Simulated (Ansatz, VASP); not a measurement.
## One calculation of Pt, two programs

```
CELL_PARAMETERS angstrom
2.78616 0.00000 0.00000
-1.39308 2.41288 0.00000
0.00000 0.00000 24.09955
ATOMIC_POSITIONS crystal
Pt 0.66667 0.33333 0.31121
Pt 0.33333 0.66667 0.40560
Pt 0.00000 0.00000 0.50000
Pt 0.66667 0.33333 0.59440
Pt 0.33333 0.66667 0.68879
```

Alike in both runs: task single point; functional r2SCAN; k mesh 2 × 2 × 1; occupations gaussian, width 0.1 eV; no spin polarisation.

|  | VASP | Ansatz |
| --- | --- | --- |
| version | VASP 6.6.1 | Ansatz 0.2.0 |
| potentials or method | VASP PAW PBE potentials, release 64 (Pt), cutoff 520 eV | scalar-relativistic, plane waves, PAW |
| valence electrons in the cell | 50 | 90 |

```csv
,VASP,Ansatz,Ansatz less VASP
gap on the k mesh at the Fermi level (eV),none,none,-
rms of the force components (eV/Å),0.110,0.114,+0.0034
"work function, face that differs most (eV)",5.73,5.63,-0.100
```

VASP's potentials were made for PBE, not for r2SCAN. Atom by atom the forces differ by 0.004 eV/Å (rms over components). A gap of «none» marks a metal or a gap that the smearing closes. The functional is the same, so the differences come from potentials, cutoffs and numerics. VASP's potentials hold 50 valence electrons a cell and Ansatz's 90, so a difference there can come from the potentials and not from the codes.

The k mesh is coarse, so the values compare programs but aren't converged. Neither program's run includes spin-orbit coupling.
